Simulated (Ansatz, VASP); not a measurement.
## Two plane-wave programs on Pt

```
Pt
1.0
     2.62061    0.00000    0.00000
    -1.31031    2.38897    0.00000
     0.00000    0.00000    4.78138
Pt
2
Direct
  0.66667 0.33333 0.75000
  0.33333 0.66667 0.25000
```

Change from the starting cell: normal strain along x -0.0500, normal strain along y +0.0000.

Alike in both runs: task single point; functional PBE; k mesh 18 × 18 × 10; occupations gaussian, width 0.15 eV; no spin polarisation.

|  | VASP | Ansatz |
| --- | --- | --- |
| version | VASP 6.6.1 | Ansatz 0.2.0 |
| potentials or method | VASP PAW PBE potentials, release 64 (Pt), cutoff 520 eV | scalar-relativistic, plane waves, PAW |
| valence electrons in the cell | 20 | 36 |

Ansatz gave:

```
gap on the k mesh at the Fermi level (eV)                     : none
pressure (GPa)                                                : 16.2
traceless stress, the component that is largest in VASP (GPa) : 12.91
rms of the force components (eV/Å)                            : 0.011
```

Estimate VASP's values.

gap on the k mesh at the Fermi level (eV): none; pressure (GPa): 15.7; traceless stress, the component that is largest in VASP (GPa): 12.81; rms of the force components (eV/Å): 0.011.

Atom by atom the forces differ by 0.000 eV/Å (rms over components). A gap of «none» marks a metal or a gap that the smearing closes. VASP's potentials hold 20 valence electrons a cell and Ansatz's 36, so a difference there can come from the potentials and not from the codes.

Neither program's run includes spin-orbit coupling.
